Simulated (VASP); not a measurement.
Wanted: the native input for a VASP 6.6.1 run.

```
Task                   : single point
Functional             : PBE
Potentials or basis    : VASP PAW PBE potentials, release 64 (Na_pv, La, Mn_pv, Mo_sv, O)
Cutoff                 : 520 eV
k mesh                 : 7 × 7 × 7
Occupations            : fermi-dirac, width 0.05 eV
Spin                   : collinear spin, ferromagnetic start
Starting moments       : [0.0, 0.0, 4.0, 1.0, 0.0, 0.0, 0.0, 0.0, 0.0, 0.0] μB
Hubbard terms          : La f U = 2.0 eV, Mn d U = 2.0 eV, Mo d U = 2.0 eV
Dipole correction      : no
Further INCAR settings : ALGO = Normal; EDIFF = 1e-07; NBANDS = 56
```

The structure of NaLaMnMoO6 lies in POSCAR:

```
NaLaMnMoO6
1.0
   -2.7229400000      2.7229400000      3.8988900000
    2.7229400000     -2.7229400000      3.8988900000
    2.7229400000      2.7229400000     -3.8988900000
Na La Mn Mo O
1 1 1 1 6
Direct
    0.2500000000      0.7500000000      0.5000000000
    0.7500000000      0.2500000000      0.5000000000
    0.5000000000      0.5000000000      0.0000000000
    0.0000000000      0.0000000000      0.0000000000
    0.2076600000      0.2960700000      0.5037100000
    0.2960500000      0.7923400000      0.0884100000
    0.7923600000      0.7039500000      0.4962900000
    0.7039300000      0.2076400000      0.9115900000
    0.2519400000      0.2519400000      0.0000000000
    0.7480600000      0.7480600000      0.0000000000
```

The input as run:

INCAR

```
SYSTEM = NaLaMnMoO6
  PREC = Accurate
  ENCUT = 520
  EDIFF = 1E-7
  ISMEAR = -1
  SIGMA = 0.05
  LREAL = .False.
  LASPH = .True.
  NELM = 150
  ALGO = Normal
  ISIF = 2
  LWAVE = .False.
  LCHARG = .True.
  ISPIN = 2
  MAGMOM = 0 0 4 1 0 0 0 0 0 0
  LORBIT = 11
  LMAXMIX = 6
  LDAU = .True.
  LDAUTYPE = 2
  LDAUL = -1 3 2 2 -1
  LDAUU = 0 2 2 2 0
  LDAUJ = 0 0 0 0 0
  LDAUPRINT = 1
  GGA = PE
  LVHAR = .True.
  NBANDS = 56
  KPAR = 2
```

KPOINTS

```
Automatic mesh
0
Gamma
  7 7 7
  0 0 0
```

Potentials or basis: VASP PAW PBE potentials, release 64 (Na_pv, La, Mn_pv, Mo_sv, O).

The run is started by

```console
$ cat potpaw_PBE.64/Na_pv/POTCAR potpaw_PBE.64/La/POTCAR potpaw_PBE.64/Mn_pv/POTCAR potpaw_PBE.64/Mo_sv/POTCAR potpaw_PBE.64/O/POTCAR > POTCAR
$ mpirun -np 2 vasp_std > vasp.out
```

It gave:

```
Pressure                                              : 5.6 GPa
Largest force                                         : 0.596 eV/Å
Net moment                                            : 2.80 μB per cell
Site moments                                          : Na +0.00; La -0.01; Mn +3.35; Mo -0.64; O +0.01 μB
Valence electrons inside the program's atomic spheres : Na 6.02; La 8.44; Mn 11.64; Mo 12.31; O 5.05, 5.04 (each value once)
```

Caveat: the cell stands under pressure; a cell with one magnetic atom can't hold antiferromagnetic order, which such compounds often take.

Wall time 12 min on 2 MPI ranks on Intel(R) Xeon(R) 6975P-C (Granite Rapids), on a shared host, peak memory 0.71 GiB a rank.
